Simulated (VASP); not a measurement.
# B (P6/mmm) in VASP: further runs

B is run at these levels: PBEsol; tasks: single point.

Program: VASP 6.6.1. These are calculated values, not measurements. Logs are shortened: lines on timing, memory, paths and dates and some standing lists are left out, and cuts for length are marked.

## Step 1: The cell of the first run

Symmetry: P6/mmm, No. 191, hexagonal system. Conventional cell: a = 1.702 Å, b = 1.702 Å, c = 3.563 Å, α = 90.00°, β = 90.00°, γ = 120.00°. Within 2.3 Å of B (site symmetry 6/mmm) lie 6 B at 1.70 Å.

## Step 2: Single point, PBEsol (strain -0.0200 x Voigt [0, 0, 1, 0, 0, 0])

File INCAR:

```
SYSTEM = B
  PREC = Accurate
  ENCUT = 520
  EDIFF = 1E-6
  ISMEAR = 0
  SIGMA = 0.15
  LREAL = .FALSE.
  LASPH = .TRUE.
  NELM = 80
  ALGO = Normal
  ISIF = 2
  LWAVE = .FALSE.
  LCHARG = .TRUE.
  GGA = PS
  LELF = .TRUE.
  LVHAR = .TRUE.
  NBANDS = 8
```

File KPOINTS:

```
regular mesh
0
G
  33 33 14
  0 0 0
```

File POSCAR:

```
B
1.0
    1.7024335758      0.0000000000      0.0000000000
   -0.8512167879      1.4743507249      0.0000000000
    0.0000000000      0.0000000000      3.5627143930
B
1
Direct
    0.0000000000      0.0000000000      0.0000000000
```

Potentials or basis: VASP PAW PBE potentials, release 64 (B).

Command:

```console
cat potpaw_PBE.64/B/POTCAR > POTCAR
mpirun -np 1 vasp_std > vasp.out
```

OUTCAR:

```text
SYSTEM = B
   PREC = Accurate
   ENCUT = 520
   EDIFF = 1E-6
   ISMEAR = 0
   LREAL = .FALSE.
   LASPH = .TRUE.
   NELM = 80
   ISIF = 2
   GGA = PS

 ion  position               nearest neighbor table
   1  0.000  0.000  0.000-

  LATTYP: Found a hexagonal cell.
 ALAT       =     1.7024335758
 C/A-ratio  =     2.0927185904

  Lattice vectors:

 A1 = (   1.7024335758,   0.0000000000,   0.0000000000)
 A2 = (  -0.8512167879,   1.4743507249,   0.0000000000)
 A3 = (   0.0000000000,   0.0000000000,   3.5627143930)

Analysis of symmetry for initial positions (statically):
=====================================================================
 Subroutine PRICEL returns:
 Original cell was already a primitive cell.

 Routine SETGRP: Setting up the symmetry group for a
 hexagonal supercell.

 Subroutine GETGRP returns: Found 24 space group operations
 (whereof 24 operations were pure point group operations)
 out of a pool of 24 trial point group operations.

The static configuration has the point symmetry D_6h.

Analysis of symmetry for dynamics (positions and initial velocities):
=====================================================================
 Subroutine PRICEL returns:
 Original cell was already a primitive cell.

 Routine SETGRP: Setting up the symmetry group for a
 hexagonal supercell.

 Subroutine GETGRP returns: Found 24 space group operations
 (whereof 24 operations were pure point group operations)
 out of a pool of 24 trial point group operations.

The dynamic configuration has the point symmetry D_6h.

 Subroutine INISYM returns: Found 24 space group operations
 (whereof 24 operations are pure point group operations),
 and found     1 'primitive' translations

----------------------------------------------------------------------------------------

                                     Primitive cell

  volume of cell :       8.9424

  direct lattice vectors                    reciprocal lattice vectors
     1.702433576  0.000000000  0.000000000     0.587394430  0.339132332  0.000000000
    -0.851216788  1.474350725  0.000000000     0.000000000  0.678264665  0.000000000
     0.000000000  0.000000000  3.562714393     0.000000000  0.000000000  0.280684863

  length of vectors
     1.702433576  1.702433576  3.562714393     0.678264665  0.678264665  0.280684863

[... 78 lines left out ...]
   EDIFF  = 0.1E-05   stopping-criterion for ELM
   LREAL  =      F    real-space projection
   EDIFFG = 0.1E-04   stopping-criterion for IOM
   NSW    =      0    number of steps for IOM
   IBRION =     -1    ionic relax: 0-MD 1-quasi-New 2-CG
   NFREE  =      0    steps in history (QN), initial steepest desc. (CG)
   ISIF   =      2    stress and relaxation
   ISYM   =      2    0-nonsym 1-usesym 2-fastsym
   POTIM  = 0.5000    time-step for ionic-motion
   TEBEG  =    0.0;   TEEND  =   0.0 temperature during run
   PSTRESS=    0.0 pullay stress
   NELECT =       3.0000    total number of electrons
   NUPDOWN=      -1.0000    fix difference up-down
   EMIN   =  10.00;   EMAX   =-10.00  energy-range for DOS
   EFERMI =   0.00;   METHOD = LEGACY
   ISMEAR =     0;   SIGMA  =   0.15  broadening in eV -4-tet -1-fermi 0-gaus
   EFERMI_NEDOS =   21; number of points for ismear=-14 and -15
   IALGO  =     38    algorithm
   IMIX   =      4    mixing-type and parameters
     AMIX     =   0.40;   BMIX     =  1.00
     AMIX_MAG =   1.60;   BMIX_MAG =  1.00
  volume/ion in A,a.u.               =       8.94        60.35
  Fermi-wavevector in a.u.,A,eV,Ry     =   1.137535  2.149629 17.605732  1.293985
  Thomas-Fermi vector in A             =   2.274239
   LORBIT       =      0    0 simple, 1 ext, 2 COOP (PROOUT), +10 PAW based schemes
   GGA     = PS    functional components
   LHFCALC =     F    Hartree Fock is set to
   AEXX    =    0.0000 exact exchange contribution
   IVDW    =     0    specifies the selected vdW correction
   LEPSILON=     F    determine dielectric tensor
   LRPA    =     F    only Hartree local field effects (RPA)
 non-spin polarized calculation
 Gauss-broadening in eV      SIGMA  =   0.15
  energy-cutoff  :      520.00
  volume of cell :        8.94
 maximum number of plane-waves:       255
 NGX is ok and might be reduce to    14
   NGX =  7   NGY =  7   NGZ = 13

 number of electron       3.0000000 magnetization

 Free energy of the ion-electron system (eV)
  ---------------------------------------------------
  ext. energy  EPLUGINS =         0.00000000
  ---------------------------------------------------
  free energy    TOTEN  =        -6.30633282 eV

  energy without entropy =       -6.30306406  energy(sigma->0) =       -6.30469844

 E-fermi :   5.4795     XC(G=0): -10.3782

 val. band max:        5.4780256139   @ k =   0.3333   0.2424   0.0000
 cond. band min:       5.4835718815   @ k =   0.3030   0.2727   0.4286
 fundamental gap:      0.0055462676
 Fermi energy:         5.4794940006

 k-point     1 :       0.0000    0.0000    0.0000
  band No.  band energies     occupation
      1     -11.8281      2.00000
      2      -1.2357      2.00000
      3       7.7122      0.00000
      4      30.3339      0.00000
      5      30.3339      0.00000
      6      32.6432      0.00000
      7      38.7038      0.00000
      8      51.6123      0.00000
[... 243 lines left out ...]
 k-point    24 :       0.2121    0.0303    0.0000
  band No.  band energies     occupation
      1      -9.4360      2.00000
      2       2.1785      2.00000
      3      10.5138      0.00000
      4      20.9406      0.00000
      5      25.2932      0.00000
      6      33.8843      0.00000
      7      40.1026      0.00000
      8      42.9911      0.00000

 [... further k-points ...]

------------------------ aborting loop because EDIFF is reached ----------------------------------------

  FORCE on cell =-STRESS in cart. coord.  units (eV):
  Direction    XX          YY          ZZ          XY          YZ          ZX
  --------------------------------------------------------------------------------------
  -------------------------------------------------------------------------------------
  Total        0.1625105      0.1625105     -0.0097562      0.0000000      0.0000000     -0.0000000
  in kB       29.1165656     29.1165656     -1.7479957      0.0000000      0.0000000     -0.0000000
  external PRESSURE =      18.8283785 kB  Pullay stress =       0.0000000 kB

 VOLUME and BASIS-vectors are now :
 -----------------------------------------------------------------------------
  energy-cutoff  :      520.00
  volume of cell :        8.94
      direct lattice vectors                 reciprocal lattice vectors
     1.702433576  0.000000000  0.000000000     0.587394430  0.339132332  0.000000000
    -0.851216788  1.474350725  0.000000000     0.000000000  0.678264665  0.000000000
     0.000000000  0.000000000  3.562714393     0.000000000  0.000000000  0.280684863

 POSITION                                       TOTAL-FORCE (eV/Angst)
 -----------------------------------------------------------------------------------
      0.00000      0.00000      0.00000         0.000000      0.000000      0.000000
 -----------------------------------------------------------------------------------
    total drift:                                0.000000      0.000000     -0.000000

  FREE ENERGIE OF THE ION-ELECTRON SYSTEM (eV)
  ---------------------------------------------------
  free  energy   TOTEN  =        -6.3063328191 eV

  energy  without entropy=       -6.3030640616  energy(sigma->0) =       -6.30469844
```

stdout:

```text
POSCAR found type information on POSCAR B
 POSCAR found :  1 types and       1 ions
 scaLAPACK will be used
 -----------------------------------------------------------------------------
|                                                                             |
|                                                                             |
|     You enforced a specific xc type in the INCAR file but a different       |
|     I HOPE YOU KNOW WHAT YOU ARE DOING!                                     |
|                                                                             |
 -----------------------------------------------------------------------------

 LDA part: xc-table for (Slater+PW92), standard interpolation
 POSCAR, INCAR and KPOINTS ok, starting setup
 FFT: planning ... GRIDC
 FFT: planning ... GRID_SOFT
 FFT: planning ... GRID
 WAVECAR not read
 entering main loop
```

Wall time 71 s (1 thread of Intel Xeon 8259CL, shared host); peak memory 0.16 GiB.

What came out:

```
Free energy : -6.3063 eV
Pressure    : 1.9 GPa
```

Caveat: the cell differs from its parent crystal (strain -0.0200 x Voigt [0, 0, 1, 0, 0, 0]); the PAW data sets were made with another functional, which shifts forces and pressure a little.

## Step 3: Single point, PBEsol (strain -0.0100 x Voigt [0, 0, 1, 0, 0, 0])

File INCAR:

```
PREC = Accurate
ENCUT = 520
EDIFF = 1E-7
ISMEAR = 0
SIGMA = 0.15
LREAL = F
LASPH = T
NELM = 60
ALGO = Normal
ISIF = 2
LWAVE = F
LCHARG = F
GGA = PS
NBANDS = 8
```

File KPOINTS:

```
regular mesh
0
Gamma
  33 33 14
```

Edit POSCAR of step 2 so:

```diff
@@ -4,3 +4,3 @@
    -0.8512167879      1.4743507249      0.0000000000
-    0.0000000000      0.0000000000      3.5627143930
+    0.0000000000      0.0000000000      3.5990686215
 B
```

Potentials or basis: VASP PAW PBE potentials, release 64 (B).

Command:

```console
cat potpaw_PBE.64/B/POTCAR > POTCAR
mpirun -np 1 vasp_std > vasp.out
```

OUTCAR:

```text
PREC = Accurate
   ENCUT = 520
   EDIFF = 1E-7
   ISMEAR = 0
   LREAL = F
   LASPH = T
   NELM = 60
   ISIF = 2
   GGA = PS

 ion  position               nearest neighbor table
   1  0.000  0.000  0.000-

  LATTYP: Found a hexagonal cell.
 ALAT       =     1.7024335758
 C/A-ratio  =     2.1140728617

  Lattice vectors:

 A1 = (   1.7024335758,   0.0000000000,   0.0000000000)
 A2 = (  -0.8512167879,   1.4743507249,   0.0000000000)
[... 442 lines left out ...]
      6      33.3589      0.00000
      7      39.6828      0.00000
      8      42.6043      0.00000

 [... further k-points ...]

------------------------ aborting loop because EDIFF is reached ----------------------------------------

  FORCE on cell =-STRESS in cart. coord.  units (eV):
  Direction    XX          YY          ZZ          XY          YZ          ZX
  --------------------------------------------------------------------------------------
  -------------------------------------------------------------------------------------
  Total        0.1646808      0.1646808     -0.0229317      0.0000000      0.0000000      0.0000000
  in kB       29.2073733     29.2073733     -4.0671150      0.0000000      0.0000000      0.0000000
  external PRESSURE =      18.1158772 kB  Pullay stress =       0.0000000 kB

 VOLUME and BASIS-vectors are now :
 -----------------------------------------------------------------------------
  energy-cutoff  :      520.00
  volume of cell :        9.03
      direct lattice vectors                 reciprocal lattice vectors
     1.702433576  0.000000000  0.000000000     0.587394430  0.339132332  0.000000000
    -0.851216788  1.474350725  0.000000000     0.000000000  0.678264665  0.000000000
     0.000000000  0.000000000  3.599068621     0.000000000  0.000000000  0.277849662

 POSITION                                       TOTAL-FORCE (eV/Angst)
 -----------------------------------------------------------------------------------
      0.00000      0.00000      0.00000        -0.000000      0.000000      0.000000
 -----------------------------------------------------------------------------------
    total drift:                               -0.000000     -0.000000     -0.000000

  FREE ENERGIE OF THE ION-ELECTRON SYSTEM (eV)
  ---------------------------------------------------
  free  energy   TOTEN  =        -6.3062291874 eV

  energy  without entropy=       -6.3030207069  energy(sigma->0) =       -6.30462495
```

stdout:

```text
POSCAR found type information on POSCAR B
 POSCAR found :  1 types and       1 ions
 scaLAPACK will be used
 -----------------------------------------------------------------------------
|                                                                             |
|                                                                             |
|     You enforced a specific xc type in the INCAR file but a different       |
|     I HOPE YOU KNOW WHAT YOU ARE DOING!                                     |
|                                                                             |
 -----------------------------------------------------------------------------

 LDA part: xc-table for (Slater+PW92), standard interpolation
 POSCAR, INCAR and KPOINTS ok, starting setup
 FFT: planning ... GRIDC
 FFT: planning ... GRID_SOFT
 FFT: planning ... GRID
 WAVECAR not read
 entering main loop
```

Run time: 78 s. Hardware: 1 thread of Intel Xeon 8259CL, shared host; peak memory 0.16 GiB.

Results:

- Free energy: -6.3062 eV
- Pressure: 1.8 GPa

Caveat: the cell differs from its parent crystal (strain -0.0100 x Voigt [0, 0, 1, 0, 0, 0]); the PAW data sets were made with another functional, which shifts forces and pressure a little.

## Step 4: Single point, PBEsol (strain -0.0050 x Voigt [0, 0, 1, 0, 0, 0])

File INCAR:

```
PREC = Accurate
ENCUT = 520
EDIFF = 1E-6
ISMEAR = 0
SIGMA = 0.15
LREAL = F
LASPH = T
NELM = 100
ALGO = Normal
ISIF = 2
LWAVE = F
LCHARG = F
GGA = PS
NBANDS = 8
```

KPOINTS is that of step 3.

Edit POSCAR of step 3 so:

```diff
@@ -4,3 +4,3 @@
    -0.8512167879      1.4743507249      0.0000000000
-    0.0000000000      0.0000000000      3.5990686215
+    0.0000000000      0.0000000000      3.6172457358
 B
```

Potentials or basis: VASP PAW PBE potentials, release 64 (B).

Command:

```console
cat potpaw_PBE.64/B/POTCAR > POTCAR
mpirun -np 1 vasp_std > vasp.out
```

OUTCAR:

```text
PREC = Accurate
   ENCUT = 520
   EDIFF = 1E-6
   ISMEAR = 0
   LREAL = F
   LASPH = T
   NELM = 100
   ISIF = 2
   GGA = PS

 ion  position               nearest neighbor table
   1  0.000  0.000  0.000-

  LATTYP: Found a hexagonal cell.
 ALAT       =     1.7024335758
 C/A-ratio  =     2.1247499974

  Lattice vectors:

 A1 = (   1.7024335758,   0.0000000000,   0.0000000000)
 A2 = (  -0.8512167879,   1.4743507249,   0.0000000000)
 A3 = (   0.0000000000,   0.0000000000,   3.6172457358)

Analysis of symmetry for initial positions (statically):
=====================================================================
 Subroutine PRICEL returns:
 Original cell was already a primitive cell.

 Routine SETGRP: Setting up the symmetry group for a
 hexagonal supercell.

 Subroutine GETGRP returns: Found 24 space group operations
 (whereof 24 operations were pure point group operations)
 out of a pool of 24 trial point group operations.

The static configuration has the point symmetry D_6h.

[... 160 lines left out ...]

 val. band max:        5.3462228437   @ k =   0.3030   0.2727   0.5000
 cond. band min:       5.3497224919   @ k =   0.3333   0.2424   0.0000
 fundamental gap:      0.0034996481
 Fermi energy:         5.3467602480

 k-point     1 :       0.0000    0.0000    0.0000
  band No.  band energies     occupation
      1     -11.9424      2.00000
      2      -1.4625      2.00000
      3       7.4837      0.00000
      4      30.1986      0.00000
      5      30.1986      0.00000
      6      31.5672      0.00000
      7      37.5018      0.00000
      8      51.4857      0.00000
[... 243 lines left out ...]
 k-point    24 :       0.2121    0.0303    0.0000
  band No.  band energies     occupation
      1      -9.5542      2.00000
      2       1.9545      2.00000
      3      10.3195      0.00000
      4      20.7609      0.00000
      5      25.1527      0.00000
      6      33.0960      0.00000
      7      39.4614      0.00000
      8      42.4211      0.00000

 [... further k-points ...]

------------------------ aborting loop because EDIFF is reached ----------------------------------------

  FORCE on cell =-STRESS in cart. coord.  units (eV):
  Direction    XX          YY          ZZ          XY          YZ          ZX
  --------------------------------------------------------------------------------------
  -------------------------------------------------------------------------------------
  Total        0.1656499      0.1656499     -0.0291371      0.0000000      0.0000000      0.0000000
  in kB       29.2316037     29.2316037     -5.1417069      0.0000000      0.0000000      0.0000000
  external PRESSURE =      17.7738335 kB  Pullay stress =       0.0000000 kB

 VOLUME and BASIS-vectors are now :
 -----------------------------------------------------------------------------
  energy-cutoff  :      520.00
  volume of cell :        9.08
      direct lattice vectors                 reciprocal lattice vectors
     1.702433576  0.000000000  0.000000000     0.587394430  0.339132332  0.000000000
    -0.851216788  1.474350725  0.000000000     0.000000000  0.678264665  0.000000000
     0.000000000  0.000000000  3.617245736     0.000000000  0.000000000  0.276453433

 POSITION                                       TOTAL-FORCE (eV/Angst)
 -----------------------------------------------------------------------------------
      0.00000      0.00000      0.00000        -0.000000      0.000000      0.000000
 -----------------------------------------------------------------------------------
    total drift:                               -0.000000     -0.000000     -0.000000

  FREE ENERGIE OF THE ION-ELECTRON SYSTEM (eV)
  ---------------------------------------------------
  free  energy   TOTEN  =        -6.3061271440 eV

  energy  without entropy=       -6.3029488136  energy(sigma->0) =       -6.30453798
```

Wall time 70 s (1 thread of Intel Xeon 8259CL, shared host); peak memory 0.16 GiB.

Results:

| Property | Result |
| --- | --- |
| Free energy | -6.3061 eV |
| Pressure | 1.8 GPa |

Stress tensor (GPa, compression positive):
```
 2.92  0.00  0.00
 0.00  2.92  0.00
 0.00  0.00 -0.51
```

Levels at points of the mesh, in eV from the Fermi level:
| k point | band 1 | band 2 | band 3 | band 4 | band 5 | band 6 | band 7 |
| --- | --- | --- | --- | --- | --- | --- | --- |
| (0.00, 0.00, 0.00) | -17.29 | -6.81 | 2.14 | 24.85 | 24.85 | 26.22 | 32.16 |
| (0.00, 0.00, 0.50) | -16.95 | -8.80 | 8.91 | 13.81 | 24.86 | 24.86 | 46.09 |

Caveat: the cell differs from its parent crystal (strain -0.0050 x Voigt [0, 0, 1, 0, 0, 0]); the PAW data sets were made with another functional, which shifts forces and pressure a little.

## Step 5: Summary

| cell | gap on the mesh (eV) | pressure (GPa) |
| --- | --- | --- |
| a = 1.702, b = 1.702, c = 3.563 Å, angles 90.0, 90.0, 120.0°, 1 atom | none | 1.9 |
| a = 1.702, b = 1.702, c = 3.599 Å, angles 90.0, 90.0, 120.0°, 1 atom | none | 1.8 |
| a = 1.702, b = 1.702, c = 3.617 Å, angles 90.0, 90.0, 120.0°, 1 atom | none | 1.8 |

Alike in all rows: task single point; level PBEsol; potentials or basis VASP PAW PBE potentials, release 64 (B); no spin polarisation; k mesh 33 × 33 × 14; cutoff (eV) 520; smearing gaussian 0.15 eV.

Caveats: the PAW data sets were made with another functional, which shifts forces and pressure a little.

Absolute energies hang on the potentials; compare differences alone.
